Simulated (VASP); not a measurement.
SiC (CsCl type): single point with PBE

Crystal: SiC (CsCl type).

```
Si C
1.0
     2.16363    0.00000    0.00000
     0.00000    2.16363    0.00000
     0.00000    0.00000    2.16363
Si C
1 1
Direct
  0.00000 0.00000 0.00000
  0.50000 0.50000 0.50000
```

```
Program             : VASP 6.6.1
Task                : single point
Functional          : PBE
Potentials or basis : VASP PAW PBE potentials, release 64 (Si, C)
Cutoff              : 600 eV
k mesh              : 14 × 14 × 14
Occupations         : tetrahedron
Spin                : no spin polarisation
```

| Item | Value |
| --- | --- |
| Pressure | 365.6 GPa |
| Band gap on the k mesh | zero (bands 4 and 5 overlap by 4.95 eV) |

Levels at points of the mesh, in eV from the Fermi level:
```tsv
k point	band 1	band 2	band 3	band 4	band 5	band 6	band 7	band 8	band 9
(0.00, 0.00, 0.00)	-25.53	-1.87	-1.87	-1.87	3.17	3.17	11.76	23.91	23.91
(0.50, 0.00, 0.00)	-19.35	-17.82	0.67	0.67	8.55	12.73	12.79	12.79	14.57
(0.50, 0.50, 0.00)	-13.27	-13.27	-13.08	-5.84	3.95	15.01	15.01	15.74	15.74
(0.50, 0.50, 0.50)	-8.96	-8.96	-8.96	-5.64	-2.50	-2.50	-2.50	9.48	30.75
```

It took 15 s on 1 thread of Intel(R) Xeon(R) Platinum 8488C (Sapphire Rapids), with other jobs on the host, peak memory 0.13 GiB.

Caveat: the cell stands under pressure.
